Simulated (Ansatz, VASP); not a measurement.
**One calculation of AlAu4, two programs**

```
CELL_PARAMETERS angstrom
2.42471 -1.71410 0.00000
2.42471 1.71410 0.00000
-0.96719 0.00000 10.87503
ATOMIC_POSITIONS crystal
Al 0.00000 0.00000 0.00000
Au 0.61306 0.61306 0.82195
Au 0.19871 0.19871 0.60595
Au 0.80129 0.80129 0.39405
Au 0.38694 0.38694 0.17805
```

Alike in both runs: task single point; functional PBEsol; k mesh 12 × 12 × 4; occupations gaussian, width 0.1 eV; no spin polarisation.

```csv
,VASP,Ansatz
version,VASP 6.6.1,Ansatz 0.2.0
potentials or method,"VASP PAW PBE potentials, release 64 (Al, Au), cutoff 520 eV","scalar-relativistic, plane waves, PAW"
valence electrons in the cell,47,79
```

Ansatz gave:

```
gap on the k mesh at the Fermi level (eV)                     : none
pressure (GPa)                                                : -8.1
traceless stress, the component that is largest in VASP (GPa) : -0.96
rms of the force components (eV/Å)                            : 0.049
```

Q: Which values does VASP return?

A: gap on the k mesh at the Fermi level (eV): none; pressure (GPa): -8.3; traceless stress, the component that is largest in VASP (GPa): -0.98; rms of the force components (eV/Å): 0.047.

VASP's potentials were made for PBE, not for PBEsol. Atom by atom the forces differ by 0.001 eV/Å (rms over components). A gap of «none» marks a metal or a gap that the smearing closes. VASP's potentials hold 47 valence electrons a cell and Ansatz's 79, so a difference there can come from the potentials and not from the codes.

Spin-orbit coupling is off throughout.
